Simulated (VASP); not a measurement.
# Ti (C2/c) in VASP: a series of runs, part 2 of 2

VASP 6.6.1. Earlier steps stand in the parts before.

## (3) Single point, PBE (strain +0.0175 x Voigt [0, 0, 0, 0, 1, 0])

File INCAR:

```
SYSTEM = Ti
ALGO = Fast ; EDIFF = 1E-6
ENCUT = 520 ; GGA = PE
ISIF = 2 ; ISMEAR = 0
LASPH = .True. ; LCHARG = .True.
LELF = .True. ; LREAL = .False.
LVHAR = .True. ; LWAVE = .False.
NBANDS = 19 ; NELM = 60
PREC = Accurate ; SIGMA = 0.15
```

File KPOINTS:

```
k-points
0
Gamma
  18 18 10
  0 0 0
```

File POSCAR:

```
Ti
1.0
    2.9499978604      0.0000000000      0.0258124813
   -1.4749989302      2.5547730882     -0.0129062406
    0.0410025000      0.0000000000      4.6860000000
Ti
2
Direct
    0.3333333333      0.6666666667      0.2500000000
    0.6666666667      0.3333333333      0.7500000000
```

Potentials or basis: VASP PAW PBE potentials, release 64 (Ti_sv).

On the command line:

```console
cat potpaw_PBE.64/Ti_sv/POTCAR > POTCAR
mpirun -np 1 vasp_std > vasp.out
```

OUTCAR:

```text
SYSTEM = Ti
   EDIFF = 1E-6
   ENCUT = 520
   GGA = PE
   ISIF = 2
   ISMEAR = 0
   LASPH = .True.
   LREAL = .False.
   NELM = 60
   PREC = Accurate

 ion  position               nearest neighbor table
   1  0.333  0.667  0.250-   2 2.88   2 2.88   2 2.90   2 2.90   2 2.92   2 2.92
   2  0.667  0.333  0.750-   1 2.88   1 2.88   1 2.90   1 2.90   1 2.92   1 2.92

  LATTYP: Found a base centered monoclinic cell.
 ALAT       =     2.9501107878
 B/A-ratio  =     1.7319845063
 C/A-ratio  =     1.5884757284
 COS(beta)  =    -0.0174986603

  Lattice vectors:

 A1 = (  -1.4749989302,   2.5547730882,  -0.0129062406)
 A2 = (  -1.4749989302,  -2.5547730882,  -0.0129062407)
 A3 = (   0.0410025000,   0.0000000000,   4.6860000000)

Analysis of symmetry for initial positions (statically):
=====================================================================
 Subroutine PRICEL returns:
 Original cell was already a primitive cell.

 Routine SETGRP: Setting up the symmetry group for a
 base centered monoclinic supercell.

 Subroutine GETGRP returns: Found  4 space group operations
 (whereof  2 operations were pure point group operations)
 out of a pool of  4 trial point group operations.

The static configuration has the point symmetry S_2 .
 The point group associated with its full space group is C_2h.

Analysis of symmetry for dynamics (positions and initial velocities):
=====================================================================
 Subroutine PRICEL returns:
 Original cell was already a primitive cell.

 Routine SETGRP: Setting up the symmetry group for a
 base centered monoclinic supercell.

 Subroutine GETGRP returns: Found  4 space group operations
 (whereof  2 operations were pure point group operations)
 out of a pool of  4 trial point group operations.

The dynamic configuration has the point symmetry S_2 .
[... 116 lines left out ...]
   EFERMI_NEDOS =   21; number of points for ismear=-14 and -15
   IALGO  =     68    algorithm
   IMIX   =      4    mixing-type and parameters
     AMIX     =   0.40;   BMIX     =  1.00
     AMIX_MAG =   1.60;   BMIX_MAG =  1.00
  volume/ion in A,a.u.               =      17.66       119.15
  Fermi-wavevector in a.u.,A,eV,Ry     =   1.439343  2.719963 28.187292  2.071708
  Thomas-Fermi vector in A             =   2.558209
   LORBIT       =      0    0 simple, 1 ext, 2 COOP (PROOUT), +10 PAW based schemes
   GGA     = PE    functional components
   LHFCALC =     F    Hartree Fock is set to
   AEXX    =    0.0000 exact exchange contribution
   IVDW    =     0    specifies the selected vdW correction
   LEPSILON=     F    determine dielectric tensor
   LRPA    =     F    only Hartree local field effects (RPA)
 non-spin polarized calculation
 RMM-DIIS sequential band-by-band and
 Gauss-broadening in eV      SIGMA  =   0.15
  energy-cutoff  :      520.00
  volume of cell :       35.31
 maximum number of plane-waves:       980
 NGX is ok and might be reduce to    24
   NGX = 11   NGY = 11   NGZ = 17

 number of electron      24.0000000 magnetization

 Free energy of the ion-electron system (eV)
  ---------------------------------------------------
  ext. energy  EPLUGINS =         0.00000000
  ---------------------------------------------------
  free energy    TOTEN  =       -15.67858046 eV

  energy without entropy =      -15.65472412  energy(sigma->0) =      -15.66665229

 E-fermi :   8.1614     XC(G=0): -11.4200

 val. band max:        8.1604790908   @ k =   0.0000   0.1667   0.0000
 cond. band min:       8.1617621602   @ k =   0.0556   0.0000   0.5000
 fundamental gap:      0.0012830694
 Fermi energy:         8.1614483238

 k-point     1 :       0.0000    0.0000    0.0000
  band No.  band energies     occupation
      1     -48.7224      2.00000
      2     -48.5957      2.00000
      3     -25.2896      2.00000
      4     -24.6795      2.00000
      5     -24.6791      2.00000
      6     -24.6228      2.00000
[... 505 lines left out ...]
      6     -24.7455      2.00000
[... 11 lines left out ...]
     18      10.4791      0.00000
     19      11.5150      0.00000

 [... further k-points ...]

------------------------ aborting loop because EDIFF is reached ----------------------------------------

  FORCE on cell =-STRESS in cart. coord.  units (eV):
  Direction    XX          YY          ZZ          XY          YZ          ZX
  --------------------------------------------------------------------------------------
  -------------------------------------------------------------------------------------
  Total       -0.4320898     -0.4387240     -0.5352096      0.0000000     -0.0000000     -0.1598614
  in kB      -19.6038561    -19.9048484    -24.2823882      0.0000000     -0.0000000     -7.2528917
  external PRESSURE =     -21.2636976 kB  Pullay stress =       0.0000000 kB

 VOLUME and BASIS-vectors are now :
 -----------------------------------------------------------------------------
  energy-cutoff  :      520.00
  volume of cell :       35.31
      direct lattice vectors                 reciprocal lattice vectors
     2.949997860  0.000000000  0.025812481     0.339009252  0.195712098 -0.002966331
    -1.474998930  2.554773088 -0.012906241     0.000000000  0.391424195  0.000000000
     0.041002500  0.000000000  4.686000000    -0.001867407 -0.000000000  0.213417962

 POSITION                                       TOTAL-FORCE (eV/Angst)
 -----------------------------------------------------------------------------------
      0.01025      1.70318      1.17150         0.000000      0.000435      0.000000
      1.50575      0.85159      3.52741        -0.000000     -0.000435     -0.000000
 -----------------------------------------------------------------------------------
    total drift:                               -0.000000      0.000000     -0.000000

  FREE ENERGIE OF THE ION-ELECTRON SYSTEM (eV)
  ---------------------------------------------------
  free  energy   TOTEN  =       -15.6785804583 eV

  energy  without entropy=      -15.6547241150  energy(sigma->0) =      -15.66665229
```

Run time: 54 min. Hardware: 1 thread of Oxide Virtual Turin-like, shared host; peak memory 0.51 GiB.

What came out:

```
Free energy            : -15.6786 eV
Pressure               : -2.1 GPa
Band gap on the k mesh : zero (bands 12 and 13 overlap by 1.10 eV)
```

Levels at points of the mesh, in eV from the Fermi level:
```csv
k point,band 10,band 11,band 12,band 13,band 14,band 15
"(0.00, 0.00, 0.00)",-2.65,0.70,0.77,0.77,0.85,1.25
"(0.50, 0.00, 0.00)",-2.11,-1.80,-0.63,0.49,0.60,1.16
"(0.00, 0.50, 0.00)",-2.10,-1.80,-0.63,0.48,0.61,1.16
"(0.00, 0.00, 0.50)",-4.34,0.07,0.07,0.68,0.68,0.69
"(0.50, 0.00, 0.50)",-2.49,-0.82,-0.77,1.21,1.37,1.69
"(0.00, 0.50, 0.50)",-2.50,-0.80,-0.80,1.29,1.29,1.71
```

Caveat: the cell differs from its parent crystal (strain +0.0175 x Voigt [0, 0, 0, 0, 1, 0]).
